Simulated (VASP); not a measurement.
# B3As2 (R-3m) in VASP: further runs, part 2 of 2

VASP 6.6.1.

## 3. Single point, PBE

This run uses another cell than the first one, of 12.38 Å³/atom, 1.079 times its volume.

INCAR

```
SYSTEM = B3As2
  PREC = Accurate
  ENCUT = 520
  EDIFF = 1E-6
  ISMEAR = 0
  SIGMA = 0.1
  LREAL = .False.
  LASPH = .True.
  NELM = 60
  ALGO = Normal
  ISIF = 2
  LWAVE = .False.
  LCHARG = .False.
  GGA = PE
  NBANDS = 18
```

KPOINTS

```
regular mesh
0
Gamma
  6 6 6
  0 0 0
```

POSCAR

```
B3As2
1.0
    1.5678799774      0.9052159270      7.2679190111
   -1.5678799774      0.9052159270      7.2679190111
    0.0000000000     -1.8104318540      7.2679190111
B As
3 2
Direct
    0.0000000000      0.0000000000      0.0000000000
    0.2095000000      0.2095000000      0.2095000000
    0.7905000000      0.7905000000      0.7905000000
    0.4000000000      0.4000000000      0.4000000000
    0.6000000000      0.6000000000      0.6000000000
```

Potentials or basis: VASP PAW PBE potentials, release 64 (B, As).

The run is started by

```sh
> cat potpaw_PBE.64/B/POTCAR potpaw_PBE.64/As/POTCAR > POTCAR
> mpirun -np 1 vasp_std > vasp.out
```

OUTCAR:

```text
SYSTEM = B3As2
   PREC = Accurate
   ENCUT = 520
   EDIFF = 1E-6
   ISMEAR = 0
   LREAL = .False.
   LASPH = .True.
   NELM = 60
   ISIF = 2
   GGA = PE

 ion  position               nearest neighbor table
   1  0.000  0.000  0.000-   5 2.32   4 2.32   5 2.32   5 2.32   4 2.32   4 2.32
   2  0.209  0.209  0.209-   5 2.20   5 2.20   5 2.20
   3  0.791  0.791  0.791-   4 2.20   4 2.20   4 2.20
   4  0.400  0.400  0.400-   3 2.20   3 2.20   3 2.20   1 2.32   1 2.32   1 2.32
   5  0.600  0.600  0.600-   2 2.20   2 2.20   2 2.20   1 2.32   1 2.32   1 2.32

  LATTYP: Found a trigonal (rhomboedric) cell.
 ALAT       =     7.4900140354
 COS(alpha) =     0.9123624232

  Lattice vectors:

 A1 = (   1.5678799774,   0.9052159270,   7.2679190111)
 A2 = (  -1.5678799774,   0.9052159270,   7.2679190111)
 A3 = (   0.0000000000,  -1.8104318540,   7.2679190111)

Analysis of symmetry for initial positions (statically):
=====================================================================
 Subroutine PRICEL returns:
 Original cell was already a primitive cell.

 Routine SETGRP: Setting up the symmetry group for a
 trigonal (rhombohedral) supercell.

 Subroutine GETGRP returns: Found 12 space group operations
 (whereof 12 operations were pure point group operations)
 out of a pool of 12 trial point group operations.

The static configuration has the point symmetry D_3d.

Analysis of symmetry for dynamics (positions and initial velocities):
=====================================================================
 Subroutine PRICEL returns:
 Original cell was already a primitive cell.

 Routine SETGRP: Setting up the symmetry group for a
 trigonal (rhombohedral) supercell.

 Subroutine GETGRP returns: Found 12 space group operations
 (whereof 12 operations were pure point group operations)
 out of a pool of 12 trial point group operations.

The dynamic configuration has the point symmetry D_3d.

 Subroutine INISYM returns: Found 12 space group operations
[... 124 lines left out ...]
  volume/ion in A,a.u.               =      12.38        83.53
  Fermi-wavevector in a.u.,A,eV,Ry     =   1.104377  2.086969 16.594319  1.219648
  Thomas-Fermi vector in A             =   2.240849
   LORBIT       =      0    0 simple, 1 ext, 2 COOP (PROOUT), +10 PAW based schemes
   GGA     = PE    functional components
   LHFCALC =     F    Hartree Fock is set to
   AEXX    =    0.0000 exact exchange contribution
   IVDW    =     0    specifies the selected vdW correction
   LEPSILON=     F    determine dielectric tensor
   LRPA    =     F    only Hartree local field effects (RPA)
 non-spin polarized calculation
 Gauss-broadening in eV      SIGMA  =   0.10
  energy-cutoff  :      520.00
  volume of cell :       61.89
 maximum number of plane-waves:      1678
   NGX = 27   NGY = 27   NGZ = 27

 number of electron      19.0000000 magnetization

 Free energy of the ion-electron system (eV)
  ---------------------------------------------------
  ext. energy  EPLUGINS =         0.00000000
  ---------------------------------------------------
  free energy    TOTEN  =       -23.00595101 eV

  energy without entropy =      -22.99496935  energy(sigma->0) =      -23.00046018

 E-fermi :   6.2435     XC(G=0): -11.0642

 val. band max:        6.1978491382   @ k =  -0.3333   0.3333   0.0000
 cond. band min:       6.2474680244   @ k =   0.3333   0.3333   0.0000
 fundamental gap:      0.0496188862
 Fermi energy:         6.2434505630

 k-point     1 :       0.0000    0.0000    0.0000
  band No.  band energies     occupation
      1      -9.5203      2.00000
      2      -8.0375      2.00000
      3      -3.9412      2.00000
      4       1.3963      2.00000
      5       2.3475      2.00000
      6       6.9691      0.00000
[... 481 lines left out ...]
      5       0.3472      2.00000
      6       1.0663      2.00000
[... 10 lines left out ...]
     17      13.4254      0.00000
     18      13.5458      0.00000

 [... further k-points ...]

------------------------ aborting loop because EDIFF is reached ----------------------------------------

  FORCE on cell =-STRESS in cart. coord.  units (eV):
  Direction    XX          YY          ZZ          XY          YZ          ZX
  --------------------------------------------------------------------------------------
  -------------------------------------------------------------------------------------
  Total        1.0351966      1.0351966     -6.1072802      0.0000000     -0.0000000     -0.0000000
  in kB       26.7982916     26.7982916   -158.1000842      0.0000000     -0.0000000     -0.0000000
  external PRESSURE =     -34.8345003 kB  Pullay stress =       0.0000000 kB

 VOLUME and BASIS-vectors are now :
 -----------------------------------------------------------------------------
  energy-cutoff  :      520.00
  volume of cell :       61.89
      direct lattice vectors                 reciprocal lattice vectors
     1.567879977  0.905215927  7.267919011     0.318901961  0.184118133  0.045863655
    -1.567879977  0.905215927  7.267919011    -0.318901961  0.184118133  0.045863655
     0.000000000 -1.810431854  7.267919011     0.000000000 -0.368236266  0.045863655

 POSITION                                       TOTAL-FORCE (eV/Angst)
 -----------------------------------------------------------------------------------
      0.00000      0.00000      0.00000         0.000000     -0.000000      0.000000
      0.00000      0.00000      4.56789         0.000000      0.000000     -0.968328
      0.00000      0.00000     17.23587         0.000000      0.000000      0.968328
      0.00000      0.00000      8.72150         0.000000     -0.000000      0.455623
      0.00000      0.00000     13.08225         0.000000      0.000000     -0.455623
 -----------------------------------------------------------------------------------
    total drift:                               -0.000000     -0.000000     -0.000000

  FREE ENERGIE OF THE ION-ELECTRON SYSTEM (eV)
  ---------------------------------------------------
  free  energy   TOTEN  =       -23.0059510145 eV

  energy  without entropy=      -22.9949693481  energy(sigma->0) =      -23.00046018
```

stdout:

```text
POSCAR found type information on POSCAR B As
 POSCAR found :  2 types and       5 ions
 scaLAPACK will be used
 LDA part: xc-table for (Slater+PW92), standard interpolation
 POSCAR, INCAR and KPOINTS ok, starting setup
 FFT: planning ... GRIDC
 FFT: planning ... GRID_SOFT
 FFT: planning ... GRID
 WAVECAR not read
 entering main loop
```

It took 78 s on 1 thread of Intel Xeon 6975P-C (Granite Rapids), shared host; peak memory 0.4 GiB.

What came out:

| Item | Value |
| --- | --- |
| Free energy | -23.0060 eV |
| Pressure | -3.5 GPa |
| Largest force | 0.968 eV/Å |

Forces on the atoms (eV/Å):
```
B    0.000  0.000  0.000
B    0.000  0.000 -0.968
B    0.000  0.000  0.968
As   0.000  0.000  0.456
As   0.000  0.000 -0.456
```

Stress tensor (GPa, compression positive):
```
  2.68   0.00   0.00
  0.00   2.68   0.00
  0.00   0.00 -15.81
```

Caveat: the k points lie up to 0.39 Å⁻¹ apart.
